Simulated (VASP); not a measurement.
# SnS2 (P-3m1) in VASP: notebook

SnS2 is run at these levels: LDA, PBE; tasks: single point.

Program: VASP 6.6.1. These are calculated values, not measurements. Logs are shortened: lines on timing, memory, paths and dates and some standing lists are left out, and cuts for length are marked.

## (1) The cell of the first run

The structure is trigonal, space group P-3m1 (No. 164). Conventional cell: a = 3.674 Å, b = 3.674 Å, c = 6.229 Å, α = 90.00°, β = 90.00°, γ = 120.00°. Sn (site symmetry -3m) has 6 S at 2.58 Å within 3.4 Å. Within 3.4 Å of S (site symmetry 3m) lie 3 Sn at 2.58 Å.

## (2) Single point, LDA

INCAR

```
SYSTEM = SnS2
PREC = Accurate
ENCUT = 500
EDIFF = 1E-6
ISMEAR = 0
SIGMA = 0.1
LREAL = .False.
LASPH = .True.
NELM = 120
ALGO = Normal
ISIF = 2
LWAVE = .False.
LCHARG = .False.
NBANDS = 20
GGA_COMPAT = .False.
```

KPOINTS

```
regular mesh
0
Gamma
  6 6 4
  0 0 0
```

POSCAR

```
SnS2
1.0
    3.6743056006      0.0000000000      0.0000000000
   -1.8371528003      3.1820419914      0.0000000000
    0.0000000000      0.0000000000      6.2288318400
Sn S
1 2
Direct
    0.0000000000      0.0000000000      0.0000000000
    0.3333333333      0.6666666667      0.2346534700
    0.6666666667      0.3333333333      0.7653465300
```

Potentials or basis: VASP PAW LDA potentials, release 64 (Sn_d, S).

Command:

```bash
> cat potpaw_LDA.64/Sn_d/POTCAR potpaw_LDA.64/S/POTCAR > POTCAR
> mpirun -np 1 vasp_std > vasp.out
```

OUTCAR:

```text
SYSTEM = SnS2
   PREC = Accurate
   ENCUT = 500
   EDIFF = 1E-6
   ISMEAR = 0
   LREAL = .False.
   LASPH = .True.
   NELM = 120
   ISIF = 2

 ion  position               nearest neighbor table
   1  0.000  0.000  0.000-   2 2.58   3 2.58   3 2.58   2 2.58   3 2.58   2 2.58
   2  0.333  0.667  0.235-   1 2.58   1 2.58   1 2.58
   3  0.667  0.333  0.765-   1 2.58   1 2.58   1 2.58

  LATTYP: Found a hexagonal cell.
 ALAT       =     3.6743056006
 C/A-ratio  =     1.6952405480

  Lattice vectors:

 A1 = (   3.6743056006,   0.0000000000,   0.0000000000)
 A2 = (  -1.8371528003,   3.1820419914,   0.0000000000)
 A3 = (   0.0000000000,   0.0000000000,   6.2288318400)

Analysis of symmetry for initial positions (statically):
=====================================================================
 Subroutine PRICEL returns:
 Original cell was already a primitive cell.

 Routine SETGRP: Setting up the symmetry group for a
 hexagonal supercell.

 Subroutine GETGRP returns: Found 12 space group operations
 (whereof 12 operations were pure point group operations)
 out of a pool of 24 trial point group operations.

The static configuration has the point symmetry D_3d.

Analysis of symmetry for dynamics (positions and initial velocities):
=====================================================================
 Subroutine PRICEL returns:
 Original cell was already a primitive cell.

 Routine SETGRP: Setting up the symmetry group for a
 hexagonal supercell.

 Subroutine GETGRP returns: Found 12 space group operations
 (whereof 12 operations were pure point group operations)
 out of a pool of 24 trial point group operations.

The dynamic configuration has the point symmetry D_3d.

 Subroutine INISYM returns: Found 12 space group operations
 (whereof 12 operations are pure point group operations),
 and found     1 'primitive' translations

----------------------------------------------------------------------------------------

                                     Primitive cell

  volume of cell :      72.8262

  direct lattice vectors                    reciprocal lattice vectors
     3.674305601  0.000000000  0.000000000     0.272160269  0.157131804  0.000000000
    -1.837152800  3.182041991  0.000000000     0.000000000  0.314263609  0.000000000
     0.000000000  0.000000000  6.228831840     0.000000000  0.000000000  0.160543747

  length of vectors
     3.674305601  3.674305601  6.228831840     0.314263609  0.314263609  0.160543747

  position of ions in fractional coordinates (direct lattice)
     0.000000000  0.000000000  0.000000000
     0.333333333  0.666666667  0.234653470
     0.666666667  0.333333333  0.765346530

  ion indices of the primitive-cell ions
   primitive index   ion index
                 1           1
                 2           2
                 3           3

----------------------------------------------------------------------------------------

 KPOINTS: regular mesh

Automatic generation of k-mesh.
 Grid dimensions read from file:
 generate k-points for:    6    6    4

 Generating k-lattice:

  Cartesian coordinates                     Fractional coordinates (reciprocal lattice)
     0.045360045  0.026188634  0.000000000     0.166666667  0.000000000  0.000000000
     0.000000000  0.052377268  0.000000000     0.000000000  0.166666667  0.000000000
     0.000000000  0.000000000  0.040135937     0.000000000  0.000000000  0.250000000

  Length of vectors
     0.052377268  0.052377268  0.040135937

  Shift w.r.t. Gamma in fractional coordinates (k-lattice)
     0.000000000  0.000000000  0.000000000

 Subroutine IBZKPT returns following result:
 ===========================================

 Found     24 irreducible k-points:

 Following reciprocal coordinates:
            Coordinates               Weight
  0.000000  0.000000  0.000000      1.000000
  0.166667  0.000000  0.000000      6.000000
  0.333333 -0.000000  0.000000      6.000000
  0.500000 -0.000000  0.000000      3.000000
  0.166667  0.166667  0.000000      6.000000
  0.333333  0.166667  0.000000     12.000000
[... 16 lines left out ...]
  0.333333  0.166667  0.500000     12.000000
  0.333333  0.333333  0.500000      2.000000
   k-points           NKPTS =     24   k-points in BZ     NKDIM =     24   number of bands    NBANDS=     20
   number of dos      NEDOS =    301   number of ions     NIONS =      3
   total plane-waves  NPLWV =  37632
   dimension x,y,z NGX =    28 NGY =   28 NGZ =   48
   dimension x,y,z NGXF=    56 NGYF=   56 NGZF=   96
   ions per type =               1   2
   NGX,Y,Z   is equivalent  to a cutoff of  12.67, 12.67, 12.81 a.u.
   NGXF,Y,Z  is equivalent  to a cutoff of  25.34, 25.34, 25.62 a.u.
 SYSTEM =  SnS2
   PREC   = accura    normal or accurate (medium, high low for compatibility)
   ISTART =      0    job   : 0-new  1-cont  2-samecut
   ICHARG =      2    charge: 1-file 2-atom 10-const
   ISPIN  =      1    spin polarized calculation?
   LNONCOLLINEAR =      F non collinear calculations
   LSORBIT =      F    spin-orbit coupling
   LASPH  =      T    aspherical Exc in radial PAW
   ENCUT  =  500.0 eV  36.75 Ry    6.06 a.u.   6.70  6.70 11.36*2*pi/ulx,y,z
   NELM   =    120;   NELMIN=  2; NELMDL= -5     # of ELM steps
   EDIFF  = 0.1E-05   stopping-criterion for ELM
   LREAL  =      F    real-space projection
   EDIFFG = 0.1E-04   stopping-criterion for IOM
   NSW    =      0    number of steps for IOM
   IBRION =     -1    ionic relax: 0-MD 1-quasi-New 2-CG
   NFREE  =      0    steps in history (QN), initial steepest desc. (CG)
   ISIF   =      2    stress and relaxation
   ISYM   =      2    0-nonsym 1-usesym 2-fastsym
   POTIM  = 0.5000    time-step for ionic-motion
   TEBEG  =    0.0;   TEEND  =   0.0 temperature during run
   PSTRESS=    0.0 pullay stress
   NELECT =      26.0000    total number of electrons
   NUPDOWN=      -1.0000    fix difference up-down
   EMIN   =  10.00;   EMAX   =-10.00  energy-range for DOS
   EFERMI =   0.00;   METHOD = LEGACY
   ISMEAR =     0;   SIGMA  =   0.10  broadening in eV -4-tet -1-fermi 0-gaus
   EFERMI_NEDOS =   21; number of points for ismear=-14 and -15
   IALGO  =     38    algorithm
   IMIX   =      4    mixing-type and parameters
     AMIX     =   0.40;   BMIX     =  1.00
     AMIX_MAG =   1.60;   BMIX_MAG =  1.00
  volume/ion in A,a.u.               =      24.28       163.82
  Fermi-wavevector in a.u.,A,eV,Ry     =   1.161368  2.194668 18.351220  1.348777
  Thomas-Fermi vector in A             =   2.297941
   LORBIT       =      0    0 simple, 1 ext, 2 COOP (PROOUT), +10 PAW based schemes
   GGA     = CA    functional components
   LHFCALC =     F    Hartree Fock is set to
   AEXX    =    0.0000 exact exchange contribution
   IVDW    =     0    specifies the selected vdW correction
   LEPSILON=     F    determine dielectric tensor
   LRPA    =     F    only Hartree local field effects (RPA)
 non-spin polarized calculation
 Gauss-broadening in eV      SIGMA  =   0.10
  energy-cutoff  :      500.00
  volume of cell :       72.83
 maximum number of plane-waves:      1870
 NGX is ok and might be reduce to    28
   NGX = 13   NGY = 13   NGZ = 23

 number of electron      26.0000004 magnetization

 Free energy of the ion-electron system (eV)
  ---------------------------------------------------
  ext. energy  EPLUGINS =         0.00000000
  ---------------------------------------------------
  free energy    TOTEN  =       -15.01857380 eV

  energy without entropy =      -15.01857380  energy(sigma->0) =      -15.01857380

 E-fermi :   4.0820     XC(G=0):  -9.5858

 val. band max:        3.5986804299   @ k =   0.1667   0.0000   0.0000
 cond. band min:       5.0381301716   @ k =   0.5000  -0.0000   0.5000
 fundamental gap:      1.4394497417
 Fermi energy:         4.0819908207

 k-point     1 :       0.0000    0.0000    0.0000
  band No.  band energies     occupation
      1     -17.1179      2.00000
      2     -17.1179      2.00000
      3     -17.0744      2.00000
      4     -17.0479      2.00000
      5     -17.0479      2.00000
      6      -9.9096      2.00000
[... 12 lines left out ...]
     19      13.1094      0.00000
     20      13.1094      0.00000

 k-point     2 :       0.1667    0.0000    0.0000
  band No.  band energies     occupation
      1     -17.1351      2.00000
      2     -17.1044      2.00000
      3     -17.0644      2.00000
      4     -17.0548      2.00000
      5     -17.0452      2.00000
      6      -9.6037      2.00000
[... 12 lines left out ...]
     19      12.7053      0.00000
     20      13.0268      0.00000

 k-point     3 :       0.3333   -0.0000    0.0000
  band No.  band energies     occupation
      1     -17.1745      2.00000
      2     -17.0895      2.00000
      3     -17.0765      2.00000
      4     -17.0316      2.00000
      5     -17.0272      2.00000
      6      -8.7680      2.00000
[... 12 lines left out ...]
     19      12.7269      0.00000
     20      13.3157      0.00000

 k-point     4 :       0.5000   -0.0000    0.0000
  band No.  band energies     occupation
      1     -17.1950      2.00000
      2     -17.0877      2.00000
      3     -17.0839      2.00000
      4     -17.0178      2.00000
      5     -17.0124      2.00000
      6      -8.0000      2.00000
[... 12 lines left out ...]
     19      13.4636      0.00000
     20      13.9452      0.00000

 k-point     5 :       0.1667    0.1667    0.0000
  band No.  band energies     occupation
      1     -17.1545      2.00000
      2     -17.1012      2.00000
      3     -17.0644      2.00000
      4     -17.0528      2.00000
      5     -17.0280      2.00000
      6      -9.0261      2.00000
[... 12 lines left out ...]
     19      11.3903      0.00000
     20      13.5251      0.00000
[... 353 lines left out ...]
      6      -7.9494      2.00000
[... 12 lines left out ...]
     19      14.0212      0.00000
     20      14.4073      0.00000

 k-point    22 :       0.1667    0.1667    0.5000
  band No.  band energies     occupation
      1     -17.1546      2.00000
      2     -17.1012      2.00000
      3     -17.0644      2.00000
      4     -17.0527      2.00000
      5     -17.0279      2.00000
      6      -8.9471      2.00000
[... 12 lines left out ...]
     19      12.2814      0.00000
     20      13.1688      0.00000

 k-point    23 :       0.3333    0.1667    0.5000
  band No.  band energies     occupation
      1     -17.1740      2.00000
      2     -17.1042      2.00000
      3     -17.0709      2.00000
      4     -17.0329      2.00000
      5     -17.0159      2.00000
      6      -8.0447      2.00000
[... 12 lines left out ...]
     19      12.7745      0.00000
     20      13.5861      0.00000

 k-point    24 :       0.3333    0.3333    0.5000
  band No.  band energies     occupation
      1     -17.1414      2.00000
      2     -17.1414      2.00000
      3     -17.0455      2.00000
      4     -17.0455      2.00000
      5     -17.0240      2.00000
      6      -7.4491      2.00000
[... 12 lines left out ...]
     19      12.9420      0.00000
     20      13.0668      0.00000

------------------------ aborting loop because EDIFF is reached ----------------------------------------

  FORCE on cell =-STRESS in cart. coord.  units (eV):
  Direction    XX          YY          ZZ          XY          YZ          ZX
  --------------------------------------------------------------------------------------
  -------------------------------------------------------------------------------------
  Total       -1.1337388     -1.1337388     -0.7879067      0.0000000      0.0000000      0.0000000
  in kB      -24.9422593    -24.9422593    -17.3339517      0.0000000      0.0000000      0.0000000
  external PRESSURE =     -22.4061568 kB  Pullay stress =       0.0000000 kB

 VOLUME and BASIS-vectors are now :
 -----------------------------------------------------------------------------
  energy-cutoff  :      500.00
  volume of cell :       72.83
      direct lattice vectors                 reciprocal lattice vectors
     3.674305601  0.000000000  0.000000000     0.272160269  0.157131804  0.000000000
    -1.837152800  3.182041991  0.000000000     0.000000000  0.314263609  0.000000000
     0.000000000  0.000000000  6.228831840     0.000000000  0.000000000  0.160543747

 POSITION                                       TOTAL-FORCE (eV/Angst)
 -----------------------------------------------------------------------------------
      0.00000      0.00000      0.00000        -0.000000      0.000000      0.000000
     -0.00000      2.12136      1.46162         0.000000     -0.000000     -0.068579
      1.83715      1.06068      4.76721        -0.000000      0.000000      0.068579
 -----------------------------------------------------------------------------------
    total drift:                                0.000000      0.000000     -0.000000

  FREE ENERGIE OF THE ION-ELECTRON SYSTEM (eV)
  ---------------------------------------------------
  free  energy   TOTEN  =       -15.0185737970 eV

  energy  without entropy=      -15.0185737970  energy(sigma->0) =      -15.01857380
```

It took 19 s on 1 thread of Intel Xeon Platinum 8259CL at 2.50GHz (Skylake/Cascade Lake), shared host; peak memory 0.17 GiB.

Results:

- Free energy: -15.0186 eV
- Pressure: -2.2 GPa
- Largest force: 0.069 eV/Å
- Band gap on the k mesh: 1.44 eV (least direct gap 1.72 eV)

Forces in eV/Å, atoms in the order of the input:
```
Sn   0.000  0.000  0.000
S    0.000  0.000 -0.069
S    0.000  0.000  0.069
```

Stress tensor (GPa, compression positive):
```
-2.49  0.00  0.00
 0.00 -2.49  0.00
 0.00  0.00 -1.73
```

Caveat: spin-orbit coupling is left out, which moves the levels of the heavy elements. A k mesh can miss the band edges.

(Continued in part 2 of 2.)
